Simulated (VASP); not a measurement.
Here is a VASP 6.6.1 calculation.

Contents of INCAR:

```
SYSTEM = PbSe
ALGO = Normal ; EDIFF = 1E-6
ENCUT = 520 ; GGA = PS
ISIF = 2 ; ISMEAR = -1
LASPH = .True. ; LCHARG = .False.
LREAL = .False. ; LWAVE = .False.
NBANDS = 28 ; NELM = 60
PREC = Accurate ; SIGMA = 0.05
```

Contents of KPOINTS:

```
k-points
0
Gamma
  6 6 3
  0 0 0
```

The input POSCAR:

```
PbSe
1.0
    4.4148899595      0.0000000000      0.0000000000
   -0.0103110241      4.4148779187      0.0000000000
   -2.2022894676     -2.2074389594     12.0007990000
Pb Se
2 2
Direct
    0.8068400000      0.8073040000      0.6184430000
    0.1854540000      0.1998100000      0.3823760000
    0.2873320000      0.3231460000      0.6231940000
    0.6842660000      0.6998950000      0.3779650000
```

Potentials or basis: VASP PAW PBE potentials, release 64 (Pb_d, Se).

Run with:

```bash
$ cat potpaw_PBE.64/Pb_d/POTCAR potpaw_PBE.64/Se/POTCAR > POTCAR
$ mpirun -np 1 vasp_std > vasp.out
```

(1) What does it give for the largest force?

(2) Estimate the band gap on the k mesh.

Results:

(1) 0.455 eV/Å.

(2) 1.51 eV, direct.

Caveat: the PAW data sets were made with another functional, which shifts forces and pressure a little; spin-orbit coupling is left out, which moves the levels of the heavy elements.
